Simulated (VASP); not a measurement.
# Hf (Fm-3m) in VASP: notebook

Aim: see how the results for Hf move with the level of theory and the settings. Levels: r2SCAN, PBE. Tasks: single point.

Everything below comes from runs of VASP 6.6.1. Logs are shortened: lines on timing, memory, paths and dates and some standing lists are left out, and cuts for length are marked.

**1. The cell of the first run**

The structure is cubic, space group Fm-3m (No. 225). The conventional cell has a = 4.545 Å, b = 4.545 Å, c = 4.545 Å, α = 90.00°, β = 90.00°, γ = 90.00°. Hf (site symmetry m-3m) has 12 Hf at 3.21 Å within 4.2 Å.

This isn't the form of Hf at room conditions, which is hcp.

**2. Single point, r2SCAN**

POSCAR reads:

```
Hf
1.0
    0.0000000000      2.2724291774      2.2724291774
    2.2724291774      0.0000000000      2.2724291774
    2.2724291774      2.2724291774      0.0000000000
Hf
1
Direct
    0.0000000000      0.0000000000      0.0000000000
```

INCAR.step1 reads:

```
ALGO     = Normal         # electronic algorithm
EDIFF    = 1E-4           # SCF threshold, eV
ENCUT    = 520            # plane-wave cutoff, eV
GGA      = PE             # functional
ISMEAR   = -1             # smearing method
LASPH    = T              # aspherical terms in the spheres
LCHARG   = F              # write CHGCAR
LREAL    = F              # projectors in reciprocal space
LWAVE    = T              # write WAVECAR
NBANDS   = 11             # bands
NELM     = 60             # most SCF steps
PREC     = Accurate       # precision mode
SIGMA    = 0.1            # smearing width, eV
```

INCAR.step2 reads:

```
ALGO     = Normal         # electronic algorithm
EDIFF    = 1E-7           # SCF threshold, eV
ENCUT    = 520            # plane-wave cutoff, eV
ISIF     = 2              # what is computed and relaxed
ISMEAR   = -1             # smearing method
ISTART   = 1            
LASPH    = T              # aspherical terms in the spheres
LCHARG   = F              # write CHGCAR
LMIXTAU  = T            
LREAL    = F              # projectors in reciprocal space
LWAVE    = F              # write WAVECAR
METAGGA  = R2SCAN         # meta-GGA
NBANDS   = 11             # bands
NELM     = 60             # most SCF steps
PREC     = Accurate       # precision mode
SIGMA    = 0.1            # smearing width, eV
```

KPOINTS reads:

```
k-points
0
Gamma
  13 13 13
```

Potentials or basis: VASP PAW PBE potentials, release 64 (Hf_pv).

The run is started by

```bash
$ cat potpaw_PBE.64/Hf_pv/POTCAR > POTCAR
$ cp INCAR.step1 INCAR
$ mpirun -np 1 vasp_std > vasp.out
$ cp INCAR.step2 INCAR
$ mpirun -np 1 vasp_std > vasp.out
```

OUTCAR:

```text
EDIFF = 1E-7
   ENCUT = 520
   ISIF = 2
   ISMEAR = -1
   ISTART = 1
   LASPH = T
   LREAL = F
   METAGGA = R2SCAN
   NELM = 60
   PREC = Accurate

 ion  position               nearest neighbor table
   1  0.000  0.000  0.000-

  LATTYP: Found a face centered cubic cell.
 ALAT       =     4.5448583548

  Lattice vectors:

 A1 = (   0.0000000000,   2.2724291774,   2.2724291774)
 A2 = (   2.2724291774,   0.0000000000,   2.2724291774)
 A3 = (   2.2724291774,   2.2724291774,   0.0000000000)

Analysis of symmetry for initial positions (statically):
=====================================================================
 Subroutine PRICEL returns:
 Original cell was already a primitive cell.

 Routine SETGRP: Setting up the symmetry group for a
 face centered cubic supercell.

 Subroutine GETGRP returns: Found 48 space group operations
 (whereof 48 operations were pure point group operations)
 out of a pool of 48 trial point group operations.

The static configuration has the point symmetry O_h .

Analysis of symmetry for dynamics (positions and initial velocities):
=====================================================================
 Subroutine PRICEL returns:
 Original cell was already a primitive cell.

 Routine SETGRP: Setting up the symmetry group for a
 face centered cubic supercell.

 Subroutine GETGRP returns: Found 48 space group operations
 (whereof 48 operations were pure point group operations)
 out of a pool of 48 trial point group operations.

The dynamic configuration has the point symmetry O_h .

 Subroutine INISYM returns: Found 48 space group operations
 (whereof 48 operations are pure point group operations),
 and found     1 'primitive' translations

----------------------------------------------------------------------------------------

                                     Primitive cell

  volume of cell :      23.4694

  direct lattice vectors                    reciprocal lattice vectors
     0.000000000  2.272429177  2.272429177    -0.220028859  0.220028859  0.220028859
     2.272429177  0.000000000  2.272429177     0.220028859 -0.220028859  0.220028859
     2.272429177  2.272429177  0.000000000     0.220028859  0.220028859 -0.220028859

  length of vectors
[... 81 lines left out ...]
   LREAL  =      F    real-space projection
   EDIFFG = 0.1E-05   stopping-criterion for IOM
   NSW    =      0    number of steps for IOM
   IBRION =     -1    ionic relax: 0-MD 1-quasi-New 2-CG
   NFREE  =      0    steps in history (QN), initial steepest desc. (CG)
   ISIF   =      2    stress and relaxation
   ISYM   =      2    0-nonsym 1-usesym 2-fastsym
   POTIM  = 0.5000    time-step for ionic-motion
   TEBEG  =    0.0;   TEEND  =   0.0 temperature during run
   PSTRESS=    0.0 pullay stress
   NELECT =      10.0000    total number of electrons
   NUPDOWN=      -1.0000    fix difference up-down
   EMIN   =  10.00;   EMAX   =-10.00  energy-range for DOS
   EFERMI =   0.00;   METHOD = LEGACY
   ISMEAR =    -1;   SIGMA  =   0.10  broadening in eV -4-tet -1-fermi 0-gaus
   EFERMI_NEDOS =   21; number of points for ismear=-14 and -15
   IALGO  =     38    algorithm
   IMIX   =      4    mixing-type and parameters
     AMIX     =   0.40;   BMIX     =  1.00
     AMIX_MAG =   1.60;   BMIX_MAG =  1.00
  volume/ion in A,a.u.               =      23.47       158.38
  Fermi-wavevector in a.u.,A,eV,Ry     =   1.231897  2.327948 20.647804  1.517571
  Thomas-Fermi vector in A             =   2.366689
   LORBIT       =      0    0 simple, 1 ext, 2 COOP (PROOUT), +10 PAW based schemes
   METAGGA = R2SCAN    functional components
   LHFCALC =     F    Hartree Fock is set to
   AEXX    =    0.0000 exact exchange contribution
   IVDW    =     0    specifies the selected vdW correction
   LEPSILON=     F    determine dielectric tensor
   LRPA    =     F    only Hartree local field effects (RPA)
 non-spin polarized calculation
  energy-cutoff  :      520.00
  volume of cell :       23.47
 maximum number of plane-waves:       646
   NGX = 11   NGY = 11   NGZ = 11

 number of electron      10.0000000 magnetization

 Free energy of the ion-electron system (eV)
  ---------------------------------------------------
  ext. energy  EPLUGINS =         0.00000000
  ---------------------------------------------------
  free energy    TOTEN  =       -45.07063815 eV

  energy without entropy =      -45.02451032  energy(sigma->0) =      -45.04757423

 E-fermi :   4.2817     XC(G=0): -11.9348

 val. band max:        4.2626657355   @ k =   0.3077   0.1538   0.0769
 cond. band min:       4.3011637091   @ k =  -0.4615   0.0769   0.0000
 fundamental gap:      0.0384979737
 Fermi energy:         4.2817133360

 k-point     1 :       0.0000    0.0000    0.0000
  band No.  band energies     occupation
      1     -27.0197      2.00000
      2     -27.0197      2.00000
      3     -27.0197      2.00000
      4      -3.1082      2.00000
      5       5.8582      0.00000
      6       5.8582      0.00000
      7       5.8582      0.00000
      8       8.6833      0.00000
      9       8.6833      0.00000
     10      15.9686      0.00000
     11      16.0897      0.00000
[... 309 lines left out ...]
 k-point    24 :       0.4615    0.1538    0.0000
  band No.  band energies     occupation
      1     -27.6436      2.00000
      2     -27.1936      2.00000
      3     -27.1514      2.00000
      4       1.0888      2.00000
      5       3.7257      1.99233
      6       5.0881      0.00063
      7       6.4549      0.00000
      8      10.2877      0.00000
      9      10.7191      0.00000
     10      13.8665      0.00000
     11      16.0907      0.00000

 [... further k-points ...]

------------------------ aborting loop because EDIFF is reached ----------------------------------------

  FORCE on cell =-STRESS in cart. coord.  units (eV):
  Direction    XX          YY          ZZ          XY          YZ          ZX
  --------------------------------------------------------------------------------------
  -------------------------------------------------------------------------------------
  Total       -0.6990757     -0.6990757     -0.6990757      0.0000000      0.0000000      0.0000000
  in kB      -47.7236605    -47.7236605    -47.7236605      0.0000000      0.0000000      0.0000000
  external PRESSURE =     -47.7236605 kB  Pullay stress =       0.0000000 kB

 VOLUME and BASIS-vectors are now :
 -----------------------------------------------------------------------------
  energy-cutoff  :      520.00
  volume of cell :       23.47
      direct lattice vectors                 reciprocal lattice vectors
     0.000000000  2.272429177  2.272429177    -0.220028859  0.220028859  0.220028859
     2.272429177  0.000000000  2.272429177     0.220028859 -0.220028859  0.220028859
     2.272429177  2.272429177  0.000000000     0.220028859  0.220028859 -0.220028859

 POSITION                                       TOTAL-FORCE (eV/Angst)
 -----------------------------------------------------------------------------------
      0.00000      0.00000      0.00000        -0.000000     -0.000000     -0.000000
 -----------------------------------------------------------------------------------
    total drift:                                0.000000      0.000000     -0.000000

  FREE ENERGIE OF THE ION-ELECTRON SYSTEM (eV)
  ---------------------------------------------------
  free  energy   TOTEN  =       -45.0706381472 eV

  energy  without entropy=      -45.0245103201  energy(sigma->0) =      -45.04757423
```

OUTCAR.step1:

```text
EDIFF = 1E-4
   ENCUT = 520
   GGA = PE
   ISMEAR = -1
   LASPH = T
   LREAL = F
[... 549 lines left out ...]

 POSITION                                       TOTAL-FORCE (eV/Angst)
 -----------------------------------------------------------------------------------
      0.00000      0.00000      0.00000         0.000000     -0.000000      0.000000
 -----------------------------------------------------------------------------------
    total drift:                                0.000000     -0.000000     -0.000000

  FREE ENERGIE OF THE ION-ELECTRON SYSTEM (eV)
  ---------------------------------------------------
  free  energy   TOTEN  =        -9.8650491139 eV

  energy  without entropy=       -9.8141767804  energy(sigma->0) =       -9.83961295
```

OSZICAR.step1:

```text
N       E                     dE             d eps       ncg     rms          rms(c)
DAV:   1     0.121365980211E+02    0.12137E+02   -0.57455E+03  1864   0.837E+02
DAV:   2    -0.983030699381E+01   -0.21967E+02   -0.21424E+02  2452   0.152E+02
DAV:   3    -0.102309175428E+02   -0.40061E+00   -0.39741E+00  2372   0.140E+01
DAV:   4    -0.102324871980E+02   -0.15697E-02   -0.15694E-02  2128   0.106E+00
DAV:   5    -0.102324966868E+02   -0.94888E-05   -0.94880E-05  2357   0.700E-02    0.446E+01
DAV:   6    -0.995901756767E+01    0.27348E+00   -0.23314E-01  2046   0.360E+00    0.265E+01
DAV:   7    -0.987021072426E+01    0.88807E-01   -0.35352E-01  2130   0.430E+00    0.125E+00
DAV:   8    -0.986501755511E+01    0.51932E-02   -0.26253E-02  2064   0.117E+00    0.235E-01
DAV:   9    -0.986504911390E+01   -0.31559E-04   -0.50508E-04  2227   0.179E-01
   1 F= -.98650491E+01 E0= -.98396129E+01  d E =-.508723E-01
```

It took 96 s on 1 thread of Intel Xeon 8259CL, shared host; peak memory 0.16 GiB.

Results:

| Quantity | Value |
| --- | --- |
| Free energy | -45.0706 eV |
| Pressure | -4.8 GPa |
| Band gap on the k mesh | zero (bands 5 and 6 overlap by 2.12 eV) |

Caveat: the cell stands under tension; the PAW data sets were made with another functional, which shifts forces and pressure a little; spin-orbit coupling is left out, which moves the levels of the heavy elements.

**3. Single point, PBE**

This run uses another cell than the first one, of 21.21 Å³/atom.

INCAR reads:

```
SYSTEM = Hf
PREC = Accurate
ENCUT = 520
EDIFF = 1E-6
ISMEAR = -1
SIGMA = 0.06122561905347299
LREAL = .FALSE.
LASPH = .TRUE.
NELM = 60
ALGO = Normal
ISIF = 2
LWAVE = .FALSE.
LCHARG = .FALSE.
GGA = PE
NBANDS = 11
```

KPOINTS reads:

```
Automatic mesh
0
G
  21 21 21
  0 0 0
```

POSCAR reads:

```
Hf
1.0
    0.0000000000      2.1971271715      2.1971271715
    2.1971271715      0.0000000000      2.1971271715
    2.1971271715      2.1971271715      0.0000000000
Hf
1
Direct
    0.0000000000      0.0000000000      0.0000000000
```

Potentials or basis: VASP PAW PBE potentials, release 64 (Hf_pv).

The run is started by

```bash
$ cat potpaw_PBE.64/Hf_pv/POTCAR > POTCAR
$ mpirun -np 1 vasp_std > vasp.out
```

It took 52 s on 1 thread of Intel Xeon 8259CL, shared host; peak memory 0.19 GiB.

Results (log left out):

```yaml
Free_energy: -9.8378 eV
Pressure: 6.5 GPa
Band_gap_on_the_k_mesh: zero (bands 5 and 6 overlap by 1.97 eV)
```

Levels at points of the mesh, in eV from the Fermi level:
| k point | band 2 | band 3 | band 4 | band 5 | band 6 | band 7 | band 8 | band 9 |
| --- | --- | --- | --- | --- | --- | --- | --- | --- |
| (0.00, 0.00, 0.00) | -29.82 | -29.82 | -7.39 | 1.42 | 1.42 | 1.42 | 4.41 | 4.41 |

Caveat: the cell stands under pressure; spin-orbit coupling is left out, which moves the levels of the heavy elements.
